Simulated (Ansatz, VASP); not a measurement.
**Sn: VASP beside Ansatz**

Contents of INCAR:

```
PREC = Accurate
ENCUT = 520
EDIFF = 1E-6
ISMEAR = -1
SIGMA = 0.05
LREAL = F
LASPH = T
NELM = 60
ALGO = Normal
ISIF = 2
LWAVE = F
LCHARG = F
NBANDS = 13
```

File KPOINTS:

```
Automatic mesh
0
Gamma
  11 11 11
```

The input POSCAR:

```
Sn
1.0
   -1.8603520953      1.8603520953      1.8603520953
    1.8603520953     -1.8603520953      1.8603520953
    1.8603520953      1.8603520953     -1.8603520953
Sn
1
Direct
    0.0000000000      0.0000000000      0.0000000000
```

Input for Ansatz:

```yaml
crystal:
  lattice:
    - [-1.8603520952731203, 1.8603520952731203, 1.8603520952731203]
    - [1.8603520952731203, -1.8603520952731203, 1.8603520952731203]
    - [1.8603520952731203, 1.8603520952731203, -1.8603520952731203]
  atoms:
    - { symbol: Sn, position: [0.0, 0.0, 0.0] }
basis:
  ecutwfc: 510.0
kpoints:
  mp_grid:
    grid: [11, 11, 11]
hamiltonian:
  xc: lda
scf:
  occupations:
    method: fermi_dirac
    width: 0.05
output:
  stress: true
```

Alike in both runs: task single point; functional LDA; k mesh 11 × 11 × 11; occupations fermi-dirac, width 0.05 eV; no spin polarisation.

```csv
,VASP,Ansatz
version,VASP 6.6.1,Ansatz 0.2.0
potentials or method,"VASP PAW LDA potentials, release 64 (Sn_d), cutoff 520 eV","plane waves, PAW"
valence electrons in the cell,14,14
```

```csv
,VASP,Ansatz,Ansatz less VASP
pressure (GPa),-0.2,-0.2,-0.02
```

LDA's correlation is that of Perdew and Zunger in VASP and of Perdew and Wang (1992) in Ansatz.
